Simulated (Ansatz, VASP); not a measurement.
# Two plane-wave programs on ZnRe

The input INCAR:

```
PREC = Accurate
ENCUT = 500
EDIFF = 1E-6
ISMEAR = -1
SIGMA = 0.02
LREAL = F
LASPH = T
NELM = 120
ALGO = Normal
ISIF = 2
LWAVE = F
LCHARG = F
GGA = RE
NBANDS = 20
GGA_COMPAT = F
```

KPOINTS

```
regular mesh
0
Gamma
  8 8 5
```

POSCAR

```
ZnRe
1.0
    2.7544339146      0.0114708180     -0.0027354257
   -1.3672835684      2.3604028307     -0.0020465776
   -0.0044725209     -0.0064591986      4.5060048608
Zn Re
1 1
Direct
    0.0077500000      0.0130000000      0.0514000000
    0.3758500000      0.7058400000      0.5251400000
```

Input for Ansatz:

```yaml
crystal:
  lattice:
    - [2.754433914639887, 0.011470817994379314, -0.002735425701009514]
    - [-1.3672835683691973, 2.360402830723301, -0.0020465776230180676]
    - [-0.0044725208542053365, -0.006459198644354583, 4.506004860779008]
  atoms:
    - { symbol: Zn, position: [0.00775, 0.013, 0.0514] }
    - { symbol: Re, position: [0.37585, 0.70584, 0.52514] }
basis:
  ecutwfc: 540.0
  xc_grid: 2
kpoints:
  mp_grid:
    grid: [8, 8, 5]
hamiltonian:
  xc: revpbe
scf:
  convergence:
    dr2_threshold: 1.0e-09
  mixing:
    algorithm: anderson
  occupations:
    method: fermi_dirac
    width: 0.02
output:
  forces: true
  stress: true
```

Alike in both runs: task single point; functional revPBE; k mesh 8 × 8 × 5; occupations fermi-dirac, width 0.02 eV; no spin polarisation.

|  | VASP | Ansatz |
| --- | --- | --- |
| version | VASP 6.6.1 | Ansatz 0.2.0 |
| potentials or method | VASP PAW PBE potentials, release 64 (Zn, Re_sv_GW), cutoff 500 eV | plane waves, PAW |
| valence electrons in the cell | 27 | 27 |

Ansatz gave:

```
pressure (GPa)                                                : 3.1
traceless stress, the component that is largest in VASP (GPa) : 1.66
rms of the force components (eV/Å)                            : 0.673
```

Question: Which values does VASP return?

Answer: Pressure (GPa): 2.2; traceless stress, the component that is largest in VASP (GPa): 1.55; rms of the force components (eV/Å): 0.681.

VASP's potentials were made for PBE, not for revPBE. Atom by atom the forces differ by 0.008 eV/Å (rms over components). With one functional, cell and mesh, what is left measures potentials, basis and numerics. Ansatz's warnings: stress scf threshold loose.

Neither program's run includes spin-orbit coupling.
